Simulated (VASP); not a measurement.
Zr, 2 atoms in the cell. It takes space group P6_3/mmc (No. 194, hexagonal). Conventional cell: a = 3.232 Å, b = 3.232 Å, c = 5.147 Å, α = 90.00°, β = 90.00°, γ = 120.00°. Zr (site symmetry -6m2) has 12 Zr at 3.18 to 3.23 Å within 4.2 Å. 

| Item | Value |
| --- | --- |
| Program | VASP 6.6.1 |
| Task | relaxation of volume and atoms at fixed shape |
| Functional | r2SCAN |
| Dispersion | D3(BJ) |
| Potentials or basis | VASP PAW PBE potentials, release 64 (Zr_sv) |
| Cutoff | 600 eV |
| k mesh | 6 × 6 × 4 |
| Occupations | fermi-dirac, width 0.1 eV |
| Spin | no spin polarisation |
| Dipole correction | no |
| Further INCAR settings | ALGO = Normal; EDIFF = 1e-06; IBRION = 2; EDIFFG = -0.02; NSW = 80; ISIF = 8 |

Potentials or basis: VASP PAW PBE potentials, release 64 (Zr_sv).

Command:

```bash
$ cat potpaw_PBE.64/Zr_sv/POTCAR > POTCAR
$ cp INCAR.step1 INCAR
$ mpirun -np 1 vasp_std > vasp.out
$ cp INCAR.step2 INCAR
$ mpirun -np 1 vasp_std > vasp.out
```

Hardware: 1 thread of AMD EPYC 9R45 96-Core Processor (Zen 5) (shared host).

**Question.** How long does it take, and how much memory?

**Answer.** Run time: 2.7 min on 1 thread of AMD EPYC 9R45 96-Core Processor (Zen 5), with other jobs on the host, peak memory 0.18 GiB. Counts: k points 21, ion steps 3.
